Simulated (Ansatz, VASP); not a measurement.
## One calculation of Bi2Te3, two programs

```
Bi Te
1.0
     2.18642    1.26233    9.94667
    -2.18642    1.26233    9.94667
     0.00000   -2.52466    9.94667
Bi Te
2 3
Direct
  0.81200 0.81200 0.81200
  0.40200 0.40200 0.40200
  0.61100 0.61100 0.61100
  0.20000 0.20000 0.20000
  0.00000 0.00000 0.00000
```

Change from the starting cell: equal xx and yy strain of -1 %.

Alike in both runs: task single point; functional PBE; k mesh 8 × 8 × 8; occupations fermi-dirac, width 0.08 eV; no spin polarisation.

|  | VASP | Ansatz |
| --- | --- | --- |
| version | VASP 6.6.1 | Ansatz 0.2.0 |
| potentials or method | VASP PAW PBE potentials, release 64 (Bi_d, Te), cutoff 520 eV | all-electron LAPW, scalar-relativistic |

|  | VASP | Ansatz | Ansatz less VASP |
| --- | --- | --- | --- |
| pressure (GPa) | 2.7 | 2.8 | +0.05 |
| traceless stress, the component that is largest in VASP (GPa) | -0.74 | -0.74 | +0.009 |
| rms of the force components (eV/Å) | 0.539 | 0.535 | -0.0035 |

Atom by atom the forces differ by 0.004 eV/Å (rms over components). Ansatz ran all-electron here, and VASP with PAW potentials.

Spin-orbit coupling is off throughout.
